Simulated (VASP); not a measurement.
Runs of VASP 6.6.1 on W. The structure is that of space group I4/mmm (No. 139), or close to it. The cells are those of the table. 

```csv
cell,gap on the mesh (eV),pressure (GPa)
"a = 2.797, b = 2.797, c = 3.119 Å, angles 56.1, 56.1, 67.8°, 1 atom",none,-12.3
"a = 3.051, b = 3.051, c = 2.630 Å, angles 64.5, 64.5, 51.1°, 1 atom",none,-4.8
"a = 2.923, b = 2.923, c = 2.781 Å, angles 61.6, 61.6, 56.8°, 1 atom",none,(a)
"a = 2.836, b = 2.836, c = 2.952 Å, angles 58.6, 58.6, 62.7°, 1 atom",none,-8.2
```

Alike in all rows: task single point; level r2SCAN; potentials or basis VASP PAW PBE potentials, release 64 (W_sv); no spin polarisation; k mesh 22 × 22 × 22; cutoff (eV) 520; smearing gaussian 0.15 eV.

Q: Estimate the missing entries.

A: (a) -7.9.

Caveats: the PAW data sets were made with another functional, which shifts forces and pressure a little; spin-orbit coupling is left out, which moves the levels of the heavy elements; the stress differs along the axes, from -29 to -4 GPa (at least some runs); the stress differs along the axes, from -19 to 2 GPa (at least some runs); the stress differs along the axes, from -13 to 3 GPa (at least some runs); the stress differs along the axes, from -26 to 1 GPa (at least some runs).

A k mesh can miss the band edges, and the runs leave out spin-orbit coupling on W.

A gap of «none» marks levels without a gap at the run's occupations.
